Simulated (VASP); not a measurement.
Write the native input for VASP 6.6.1 that does the following.

```
Task                   : single point
Functional             : PBE
Potentials or basis    : VASP PAW PBE potentials, release 64 (Al, Ga_d, P)
Cutoff                 : 520 eV
k mesh                 : 10 × 10 × 10
Occupations            : gaussian, width 0.02 eV
Spin                   : no spin polarisation
Dipole correction      : no
Further INCAR settings : ALGO = Normal; EDIFF = 1e-06; NBANDS = 31
```

The structure of AlGa2P3 lies in POSCAR:

```
AlGa2P3
1.0
   -1.9668286604      1.9668286604      8.3376050573
    1.9668286604     -1.9668286604      8.3376050573
    1.9668286604      1.9668286604     -8.3376050573
Al Ga P
1 2 3
Direct
    0.5000000000      0.5000000000      0.0000000000
    0.8333602714      0.8333602714      0.0000000000
    0.1666397286      0.1666397286      0.0000000000
    0.4171096662      0.9171096662      0.5000000000
    0.0828903338      0.5828903338      0.5000000000
    0.7500000000      0.2500000000      0.5000000000
```

This cell differs from its parent crystal: volume scaled by 1.03, then relaxed in part.

These files were run (other wordings do the same):

INCAR

```
SYSTEM = AlGa2P3
PREC     = Accurate       ! precision mode
ENCUT    = 520            ! plane-wave cutoff, eV
EDIFF    = 1E-6           ! SCF threshold, eV
ISMEAR   = 0              ! smearing method
SIGMA    = 0.02           ! smearing width, eV
LREAL    = .False.        ! projectors in reciprocal space
LASPH    = .True.         ! aspherical terms in the spheres
NELM     = 100            ! most SCF steps
ALGO     = Normal         ! electronic algorithm
ISIF     = 2              ! what is computed and relaxed
LWAVE    = .False.        ! write WAVECAR
LCHARG   = .True.         ! write CHGCAR
GGA      = PE             ! functional
LELF     = .True.         ! ELF
LVHAR    = .True.       
NBANDS   = 31             ! bands
```

KPOINTS

```
regular mesh
0
Gamma
  10 10 10
  0 0 0
```

Potentials or basis: VASP PAW PBE potentials, release 64 (Al, Ga_d, P).

Launch:

```sh
$ cat potpaw_PBE.64/Al/POTCAR potpaw_PBE.64/Ga_d/POTCAR potpaw_PBE.64/P/POTCAR > POTCAR
$ mpirun -np 1 vasp_std > vasp.out
```

Results of the run:

```
Pressure               : -2.2 GPa
Largest force          : 0.008 eV/Å
Band gap on the k mesh : 1.64 eV, direct
```

Run time: 16 min on 1 thread of Intel(R) Xeon(R) 6975P-C (Granite Rapids), on a shared host, peak memory 0.89 GiB.
